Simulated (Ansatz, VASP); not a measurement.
Two plane-wave programs on AlN

```
CELL_PARAMETERS angstrom
2.18399 -2.18399 0.00000
2.18399 0.00000 -2.18399
12.37582 6.91605 6.91605
ATOMIC_POSITIONS crystal
Al 0.61461 0.61461 0.06247
Al 0.25353 0.25353 0.89580
Al 0.14240 0.14240 0.22913
Al 0.19796 0.19796 0.56247
Al 0.67018 0.67018 0.39580
Al 0.72575 0.72575 0.72913
N 0.30213 0.30213 0.43747
N 0.77434 0.77434 0.27080
N 0.82991 0.82991 0.60413
N 0.88548 0.88548 0.93747
N 0.35769 0.35769 0.77080
N 0.24656 0.24656 0.10413
```

Alike in both runs: task single point; functional r2SCAN; k mesh 8 × 8 × 2; occupations gaussian, width 0.05 eV; no spin polarisation.

|  | VASP | Ansatz |
| --- | --- | --- |
| version | VASP 6.6.1 | Ansatz 0.2.0 |
| potentials or method | VASP PAW PBE potentials, release 64 (Al, N), cutoff 520 eV | scalar-relativistic, plane waves, PAW |
| valence electrons in the cell | 48 | 48 |

|  | VASP | Ansatz | Ansatz less VASP |
| --- | --- | --- | --- |
| gap on the k mesh at the Fermi level (eV) | 3.69 | 3.70 | +0.008 |
| least direct gap on the mesh (eV) | 4.06 | 4.07 | +0.010 |
| pressure (GPa) | -1.4 | -1.0 | +0.39 |
| traceless stress, the component that is largest in VASP (GPa) | -2.84 | -2.80 | +0.040 |
| rms of the force components (eV/Å) | 0.319 | 0.317 | -0.0018 |

VASP's potentials were made for PBE, not for r2SCAN. Atom by atom the forces differ by 0.004 eV/Å (rms over components).
